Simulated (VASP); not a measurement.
Here is a VASP 6.6.1 calculation.

INCAR

```
SYSTEM = TiH6
ALGO     = Normal         ! electronic algorithm
EDIFF    = 1E-6           ! SCF threshold, eV
ENCUT    = 500            ! plane-wave cutoff, eV
GGA      = PE             ! functional
GGA_COMPAT= .FALSE.      
ISIF     = 2              ! what is computed and relaxed
ISMEAR   = 0              ! smearing method
LASPH    = .TRUE.         ! aspherical terms in the spheres
LCHARG   = .FALSE.        ! write CHGCAR
LREAL    = .FALSE.        ! projectors in reciprocal space
LWAVE    = .FALSE.        ! write WAVECAR
NBANDS   = 18             ! bands
NELM     = 120            ! most SCF steps
PREC     = Accurate       ! precision mode
SIGMA    = 0.1            ! smearing width, eV
```

File KPOINTS:

```
k-points
0
G
  12 12 12
  0 0 0
```

The input POSCAR:

```
TiH6
1.0
    0.0000000000      2.6816615861      2.6816615861
    2.6816615861      0.0000000000      2.6816615861
    2.6816615861      2.6816615861      0.0000000000
Ti H
1 6
Direct
    0.5000000000      0.5000000000      0.5000000000
    0.5000000000      0.0000000000      0.0000000000
    0.0000000000      0.5000000000      0.5000000000
    0.0000000000      0.5000000000      0.0000000000
    0.5000000000      0.0000000000      0.5000000000
    0.0000000000      0.0000000000      0.5000000000
    0.5000000000      0.5000000000      0.0000000000
```

Potentials or basis: VASP PAW PBE potentials, release 64 (Ti_sv, H).

Launch:

```console
$ cat potpaw_PBE.64/Ti_sv/POTCAR potpaw_PBE.64/H/POTCAR > POTCAR
$ mpirun -np 1 vasp_std > vasp.out
```

Question: Estimate the pressure.

Answer: -0.2 GPa.

Question: What does it give for the band gap on the k mesh?

Answer: Zero (band 9 reaches 4.44 eV, above the bottom of band 10 at 2.92 eV).
